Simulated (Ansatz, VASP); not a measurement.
**Two plane-wave programs on Fe**

```xyz
1
Lattice="-1.3749 1.3749 1.3749 1.3749 -1.3749 1.3749 1.3749 1.3749 -1.3749" Properties=species:S:1:pos:R:3 pbc="T T T"
Fe    0.0000    0.0000    0.0000
```

Alike in both runs: task single point; functional LDA; k mesh 22 × 22 × 22; occupations gaussian, width 0.05 eV; collinear spin.

```csv
,VASP,Ansatz
version,VASP 6.6.1,Ansatz 0.2.0
potentials or method,"VASP PAW LDA potentials, release 64 (Fe), cutoff 520 eV","scalar-relativistic, plane waves, PAW"
valence electrons in the cell,8,16
```

```csv
,VASP,Ansatz,Ansatz less VASP
gap on the k mesh at the Fermi level (eV),none,none,-
pressure (GPa),-1.0,0.1,+1.08
net moment per atom (μB),1.94,1.98,+0.041
size of the moment on the site where the two differ most (μB),1.91,1.98,+0.075
```

LDA's correlation is that of Perdew and Zunger in VASP and of Perdew and Wang (1992) in Ansatz. Site moments also hang on the region over which each program counts them. A gap of «none» marks a metal or a gap that the smearing closes. VASP's potentials hold 8 valence electrons a cell and Ansatz's 16, so a difference there can come from the potentials and not from the codes.
